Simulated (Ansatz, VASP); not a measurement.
## Sr in VASP and in Ansatz

The input INCAR:

```
SYSTEM = Sr
ALGO = Normal ; EDIFF = 1E-6
ENCUT = 520 ; GGA = PS
ISIF = 2 ; ISMEAR = 0
LASPH = .True. ; LCHARG = .False.
LREAL = .False. ; LWAVE = .False.
NBANDS = 11 ; NELM = 100
PREC = Accurate ; SIGMA = 0.03
```

File KPOINTS:

```
k-points
0
Gamma
  10 10 10
  0 0 0
```

POSCAR

```
Sr
1.0
    0.0000000000      2.8902325000      3.1944675000
    2.8902325000      0.0000000000      3.1944675000
    2.8902325000      2.8902325000      0.0000000000
Sr
1
Direct
    0.0000000000      0.0000000000      0.0000000000
```

Input for Ansatz:

```yaml
crystal:
  lattice:
    - [0.0, 2.8902325, 3.1944675]
    - [2.8902325, 0.0, 3.1944675]
    - [2.8902325, 2.8902325, 0.0]
  atoms:
    - { symbol: Sr, position: [0.0, 0.0, 0.0] }
basis:
  ecutwfc: 420
kpoints:
  mp_grid: { grid: [10, 10, 10] }
hamiltonian:
  xc: pbesol
scf:
  occupations: { method: gaussian, width: 0.03 }
output:
  forces: true
  stress: true
  eigenvalues: true
  write_density: true
  write_potential: true
  elf: true
  volumetric_format: npy
```

Change from the starting cell: strain -0.050 along x and y, +0.050 along z, atoms carried along.

Alike in both runs: task single point; functional PBEsol; k mesh 10 × 10 × 10; occupations gaussian, width 0.03 eV; no spin polarisation.

```csv
,VASP,Ansatz
version,VASP 6.6.1,Ansatz 0.2.0
potentials or method,"VASP PAW PBE potentials, release 64 (Sr_sv), cutoff 520 eV","scalar-relativistic, plane waves, PAW"
valence electrons in the cell,10,10
```

|  | VASP | Ansatz | Ansatz less VASP |
| --- | --- | --- | --- |
| gap on the k mesh at the Fermi level (eV) | none | none | - |
| pressure (GPa) | -0.4 | -0.4 | -0.01 |
| traceless stress, the component that is largest in VASP (GPa) | -0.47 | -0.46 | +0.003 |

VASP's potentials were made for PBE, not for PBEsol. A gap of «none» marks a metal or a gap that the smearing closes.
